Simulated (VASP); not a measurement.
Runs of VASP 6.6.1 on Na. The structure is that of space group P6_3/mmc (No. 194), or close to it. The cells are those of the table. 

```tsv
level	cell	k mesh	further INCAR settings	gap on the mesh (eV)	pressure (GPa)
PBE	a = 3.509, b = 3.509, c = 6.286 Å, angles 90.0, 90.0, 120.0°, 2 atoms	15 × 15 × 8	ALGO = Fast; EDIFF = 1e-06; NBANDS = 14	none	1.0
PBE	a = 3.807, b = 3.807, c = 6.270 Å, angles 89.9, 90.1, 118.9°, 2 atoms	12 × 12 × 6	ALGO = Fast; EDIFF = 1e-07; NBANDS = 14	none	(a)
PBEsol	a = 3.688, b = 3.688, c = 6.025 Å, angles 90.0, 90.0, 120.0°, 2 atoms	15 × 15 × 8	ALGO = Fast; EDIFF = 1e-06; NBANDS = 14	none	0.2
PBE	a = 3.920, b = 3.920, c = 6.497 Å, angles 90.0, 90.0, 120.0°, 2 atoms	15 × 15 × 8	ALGO = Fast; EDIFF = 1e-06; NBANDS = 14	none	-0.9
PBE	a = 3.799, b = 3.799, c = 6.022 Å, angles 90.0, 90.0, 120.0°, 2 atoms	15 × 15 × 8	ALGO = Fast; EDIFF = 1e-07; NBANDS = 14	none	(b)
```

Alike in all rows: task single point; potentials or basis VASP PAW PBE potentials, release 64 (Na_pv); no spin polarisation; cutoff (eV) 520; smearing gaussian 0.1 eV.

Question: Estimate the missing entries.

Answer: (a) -0.5; (b) -0.1.

Caveats: the PAW data sets were made with another functional, which shifts forces and pressure a little (some runs).

A gap of «none» marks levels without a gap at the run's occupations.
